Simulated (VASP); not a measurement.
# Si (C2/c) in VASP: single point with LDA

Aim: the single point of Si with LDA.

Program: VASP 6.6.1. These are calculated values, not measurements. Logs are shortened: lines on timing, memory, paths and dates and some standing lists are left out, and cuts for length are marked.

### Step 1. The cell of the first run

It takes space group C2/c (No. 15, monoclinic). Conventional cell: a = 2.611 Å, b = 6.738 Å, c = 3.613 Å, α = 90.00°, β = 111.18°, γ = 90.00°. Si (site symmetry 2) has 10 Si at 2.39 to 3.15 Å within 3.2 Å.

### Step 2. Single point, LDA (atoms displaced along a vibrational mode)

The input, INCAR:

```
SYSTEM = Si
PREC = Accurate ; ENCUT = 520
EDIFF = 1E-6 ; ISMEAR = 0
SIGMA = 0.15 ; LREAL = .FALSE.
LASPH = .TRUE. ; NELM = 60
ALGO = Normal ; ISIF = 2
LWAVE = .FALSE. ; LCHARG = .FALSE.
NBANDS = 11
```

The input, KPOINTS:

```
regular mesh
0
G
  26 26 26
  0 0 0
```

The input, POSCAR:

```
Si
1.0
   -2.3824154513      2.3824154513      1.3052992358
    2.3824154513     -2.3824154513      1.3052992358
    2.3824154513      2.3824154513     -1.3052992358
Si
2
Direct
    0.2410959260      0.7410959260      0.4821918520
    0.5089040740      0.5089040740      0.0178081480
```

Potentials or basis: VASP PAW LDA potentials, release 64 (Si).

Started as:

```sh
$ cat potpaw_LDA.64/Si/POTCAR > POTCAR
$ mpirun -np 1 vasp_std > vasp.out
```

OUTCAR:

```text
SYSTEM = Si
   PREC = Accurate
   ENCUT = 520
   EDIFF = 1E-6
   ISMEAR = 0
   LREAL = .FALSE.
   LASPH = .TRUE.
   NELM = 60
   ISIF = 2

 ion  position               nearest neighbor table
   1  0.241  0.741  0.482-   2 2.39   2 2.39   2 2.55   2 2.55   2 3.02   2 3.02
   2  0.509  0.509  0.018-   1 2.39   1 2.39   1 2.55   1 2.55   1 3.02   1 3.02

  LATTYP: Found a body centered tetragonal cell.
 ALAT       =     4.7648309026
 C/A-ratio  =     0.5478890070

  Lattice vectors:

 A1 = (  -2.3824154513,   2.3824154513,   1.3052992358)
 A2 = (   2.3824154513,  -2.3824154513,   1.3052992358)
 A3 = (   2.3824154513,   2.3824154513,  -1.3052992358)

Analysis of symmetry for initial positions (statically):
=====================================================================
 Subroutine PRICEL returns:
 Original cell was already a primitive cell.

 Routine SETGRP: Setting up the symmetry group for a
 body centered tetragonal supercell.

 Subroutine GETGRP returns: Found  4 space group operations
 (whereof  2 operations were pure point group operations)
 out of a pool of 16 trial point group operations.

The static configuration has the point symmetry C_2 .
 The point group associated with its full space group is C_2h.

Analysis of symmetry for dynamics (positions and initial velocities):
=====================================================================
 Subroutine PRICEL returns:
 Original cell was already a primitive cell.

 Routine SETGRP: Setting up the symmetry group for a
 body centered tetragonal supercell.

 Subroutine GETGRP returns: Found  4 space group operations
 (whereof  2 operations were pure point group operations)
 out of a pool of 16 trial point group operations.

The dynamic configuration has the point symmetry C_2 .
 The point group associated with its full space group is C_2h.

 Subroutine INISYM returns: Found  4 space group operations
 (whereof  2 operations are pure point group operations),
 and found     1 'primitive' translations

----------------------------------------------------------------------------------------

                                     Primitive cell

  volume of cell :      29.6350

  direct lattice vectors                    reciprocal lattice vectors
    -2.382415451  2.382415451  1.305299236     0.000000000  0.209871036  0.383053928
     2.382415451 -2.382415451  1.305299236     0.209871036  0.000000000  0.383053928
     2.382415451  2.382415451 -1.305299236     0.209871036  0.209871036  0.000000000

  length of vectors
     3.613255161  3.613255161  3.613255161     0.436779308  0.436779308  0.296802466

  position of ions in fractional coordinates (direct lattice)
     0.241095926  0.741095926  0.482191852
     0.508904074  0.508904074  0.017808148

  ion indices of the primitive-cell ions
   primitive index   ion index
                 1           1
                 2           2

----------------------------------------------------------------------------------------

 KPOINTS: regular mesh

Automatic generation of k-mesh.
 Grid dimensions read from file:
 generate k-points for:   26   26   26

 Generating k-lattice:

  Cartesian coordinates                     Fractional coordinates (reciprocal lattice)
     0.000000000  0.008071963  0.014732843     0.038461538  0.000000000 -0.000000000
     0.008071963  0.000000000  0.014732843     0.000000000  0.038461538 -0.000000000
     0.008071963  0.008071963  0.000000000     0.000000000  0.000000000  0.038461538

  Length of vectors
     0.016799204  0.016799204  0.011415479

  Shift w.r.t. Gamma in fractional coordinates (k-lattice)
     0.000000000  0.000000000  0.000000000

 Subroutine IBZKPT returns following result:
 ===========================================

 Found   4578 irreducible k-points:

 Following reciprocal coordinates:
            Coordinates               Weight
  0.000000  0.000000  0.000000      1.000000
  0.038462  0.000000  0.000000      4.000000
  0.000000  0.038462 -0.038462      4.000000
  0.076923  0.000000  0.000000      4.000000
  0.000000  0.076923 -0.076923      4.000000
  0.115385 -0.000000  0.000000      4.000000
[... 16 lines left out ...]
 -0.000000  0.423077 -0.423077      4.000000
  0.461538 -0.000000  0.000000      4.000000
 [... further k-points ...]
   k-points           NKPTS =   4578   k-points in BZ     NKDIM =   4578   number of bands    NBANDS=     11
   number of dos      NEDOS =    301   number of ions     NIONS =      2
   total plane-waves  NPLWV =  21952
   dimension x,y,z NGX =    28 NGY =   28 NGZ =   28
   dimension x,y,z NGXF=    56 NGYF=   56 NGZF=   56
   ions per type =               2
   NGX,Y,Z   is equivalent  to a cutoff of  12.88, 12.88, 12.88 a.u.
   NGXF,Y,Z  is equivalent  to a cutoff of  25.77, 25.77, 25.77 a.u.
 SYSTEM =  Si
   PREC   = accura    normal or accurate (medium, high low for compatibility)
   ISTART =      0    job   : 0-new  1-cont  2-samecut
   ICHARG =      2    charge: 1-file 2-atom 10-const
   ISPIN  =      1    spin polarized calculation?
   LNONCOLLINEAR =      F non collinear calculations
   LSORBIT =      F    spin-orbit coupling
   LASPH  =      T    aspherical Exc in radial PAW
   ENCUT  =  520.0 eV  38.22 Ry    6.18 a.u.   6.72  6.72  6.72*2*pi/ulx,y,z
   NELM   =     60;   NELMIN=  2; NELMDL= -5     # of ELM steps
   EDIFF  = 0.1E-05   stopping-criterion for ELM
   LREAL  =      F    real-space projection
   EDIFFG = 0.1E-04   stopping-criterion for IOM
   NSW    =      0    number of steps for IOM
   IBRION =     -1    ionic relax: 0-MD 1-quasi-New 2-CG
   NFREE  =      0    steps in history (QN), initial steepest desc. (CG)
   ISIF   =      2    stress and relaxation
   ISYM   =      2    0-nonsym 1-usesym 2-fastsym
   POTIM  = 0.5000    time-step for ionic-motion
   TEBEG  =    0.0;   TEEND  =   0.0 temperature during run
   PSTRESS=    0.0 pullay stress
   NELECT =       8.0000    total number of electrons
   NUPDOWN=      -1.0000    fix difference up-down
   EMIN   =  10.00;   EMAX   =-10.00  energy-range for DOS
   EFERMI =   0.00;   METHOD = LEGACY
   ISMEAR =     0;   SIGMA  =   0.15  broadening in eV -4-tet -1-fermi 0-gaus
   EFERMI_NEDOS =   21; number of points for ismear=-14 and -15
   IALGO  =     38    algorithm
   IMIX   =      4    mixing-type and parameters
     AMIX     =   0.40;   BMIX     =  1.00
     AMIX_MAG =   1.60;   BMIX_MAG =  1.00
  volume/ion in A,a.u.               =      14.82        99.99
  Fermi-wavevector in a.u.,A,eV,Ry     =   1.058043  1.999411 15.231097  1.119454
  Thomas-Fermi vector in A             =   2.193337
   LORBIT       =      0    0 simple, 1 ext, 2 COOP (PROOUT), +10 PAW based schemes
   GGA     = CA    functional components
   LHFCALC =     F    Hartree Fock is set to
   AEXX    =    0.0000 exact exchange contribution
   IVDW    =     0    specifies the selected vdW correction
   LEPSILON=     F    determine dielectric tensor
   LRPA    =     F    only Hartree local field effects (RPA)
 non-spin polarized calculation
 Gauss-broadening in eV      SIGMA  =   0.15
  energy-cutoff  :      520.00
  volume of cell :       29.64
 maximum number of plane-waves:       812
   NGX = 13   NGY = 13   NGZ = 13

 number of electron       8.0000000 magnetization

 Free energy of the ion-electron system (eV)
  ---------------------------------------------------
  ext. energy  EPLUGINS =         0.00000000
  ---------------------------------------------------
  free energy    TOTEN  =       -11.46533998 eV

  energy without entropy =      -11.45748974  energy(sigma->0) =      -11.46141486

 E-fermi :   9.4632     XC(G=0): -11.0974

 val. band max:        9.4622483553   @ k =   0.4231   0.3462   0.0769
 cond. band min:       9.4633940031   @ k =  -0.1538   0.2308  -0.3462
 fundamental gap:      0.0011456478
 Fermi energy:         9.4632267028

 k-point     1 :       0.0000    0.0000    0.0000
  band No.  band energies     occupation
      1      -4.4864      2.00000
      2       6.8558      2.00000
      3       6.9402      2.00000
      4       7.3813      2.00000
      5      10.8775      0.00000
      6      17.1814      0.00000
      7      18.3905      0.00000
      8      18.5124      0.00000
      9      19.0260      0.00000
     10      19.6209      0.00000
     11      20.2469      0.00000

 k-point     2 :       0.0385    0.0000    0.0000
  band No.  band energies     occupation
      1      -4.4458      2.00000
      2       6.6600      2.00000
      3       6.8822      2.00000
      4       7.6829      2.00000
      5      10.9728      0.00000
      6      16.9010      0.00000
      7      18.0817      0.00000
      8      18.4552      0.00000
      9      18.5580      0.00000
     10      19.8898      0.00000
     11      20.3819      0.00000

 k-point     3 :       0.0000    0.0385   -0.0385
  band No.  band energies     occupation
      1      -4.4459      2.00000
      2       6.6544      2.00000
      3       6.8841      2.00000
      4       7.6898      2.00000
      5      10.9704      0.00000
      6      16.8861      0.00000
      7      18.0724      0.00000
      8      18.4161      0.00000
      9      18.5299      0.00000
     10      19.9744      0.00000
     11      20.4641      0.00000

 k-point     4 :       0.0769    0.0000    0.0000
  band No.  band energies     occupation
      1      -4.3242      2.00000
      2       6.3503      2.00000
      3       6.8269      2.00000
      4       8.1978      2.00000
      5      11.2490      0.00000
      6      16.2338      0.00000
      7      17.0399      0.00000
      8      18.1771      0.00000
      9      18.2885      0.00000
     10      19.3993      0.00000
     11      21.2686      0.00000
[... 239 lines left out ...]
 k-point    22 :       0.4231   -0.0000    0.0000
  band No.  band energies     occupation
      1       0.3326      2.00000
      2       4.3485      2.00000
      3       6.7600      2.00000
      4       7.4844      2.00000
      5       8.8659      2.00000
      6      11.1398      0.00000
      7      14.0390      0.00000
      8      15.1950      0.00000
      9      17.0275      0.00000
     10      19.2753      0.00000
     11      22.2859      0.00000

 k-point    23 :      -0.0000    0.4231   -0.4231
  band No.  band energies     occupation
      1       0.3187      2.00000
      2       4.4176      2.00000
      3       6.6865      2.00000
      4       7.5551      2.00000
      5       8.8531      2.00000
      6      10.9813      0.00000
      7      14.2772      0.00000
      8      14.7622      0.00000
      9      17.3091      0.00000
     10      19.3095      0.00000
     11      22.5495      0.00000

 k-point    24 :       0.4615   -0.0000    0.0000
  band No.  band energies     occupation
      1       1.2110      2.00000
      2       3.2932      2.00000
      3       7.0907      2.00000
      4       7.6569      2.00000
      5       8.2953      2.00000
      6      10.7575      0.00000
      7      13.9523      0.00000
      8      15.1545      0.00000
      9      17.9554      0.00000
     10      20.4554      0.00000
     11      21.2233      0.00000

 [... further k-points ...]
[... 5 lines left out ...]
  --------------------------------------------------------------------------------------
  -------------------------------------------------------------------------------------
  Total        0.1854225      0.1854225      0.1227272     -0.0159197      0.1550355     -0.1550355
  in kB       10.0246184     10.0246184      6.6350812     -0.8606754      8.3817888     -8.3817889
  external PRESSURE =       8.8947727 kB  Pullay stress =       0.0000000 kB

 VOLUME and BASIS-vectors are now :
 -----------------------------------------------------------------------------
  energy-cutoff  :      520.00
  volume of cell :       29.64
      direct lattice vectors                 reciprocal lattice vectors
    -2.382415451  2.382415451  1.305299236     0.000000000  0.209871036  0.383053928
     2.382415451 -2.382415451  1.305299236     0.209871036  0.000000000  0.383053928
     2.382415451  2.382415451 -1.305299236     0.209871036  0.209871036  0.000000000

 POSITION                                       TOTAL-FORCE (eV/Angst)
 -----------------------------------------------------------------------------------
      2.33999     -0.04243      0.65265         0.496119      0.496119     -0.000000
      0.04243      0.04243      1.30530        -0.496119     -0.496119      0.000000
 -----------------------------------------------------------------------------------
    total drift:                               -0.000000     -0.000000     -0.000000

  FREE ENERGIE OF THE ION-ELECTRON SYSTEM (eV)
  ---------------------------------------------------
  free  energy   TOTEN  =       -11.4653399768 eV

  energy  without entropy=      -11.4574897390  energy(sigma->0) =      -11.46141486
```

Wall time 7.5 min (1 thread of Intel Xeon 6975P-C (Granite Rapids), shared host); peak memory 1.1 GiB.

Results:

| Property | Result |
| --- | --- |
| Free energy | -11.4653 eV |
| Pressure | 0.9 GPa |
| Largest force | 0.702 eV/Å |
| Band gap on the k mesh | zero (bands 4 and 5 overlap by 6.54 eV) |

Forces in eV/Å, atoms in the order of the input:
```
Si   0.496  0.496  0.000
Si  -0.496 -0.496  0.000
```

Caveat: the cell differs from its parent crystal (atoms displaced along a vibrational mode).
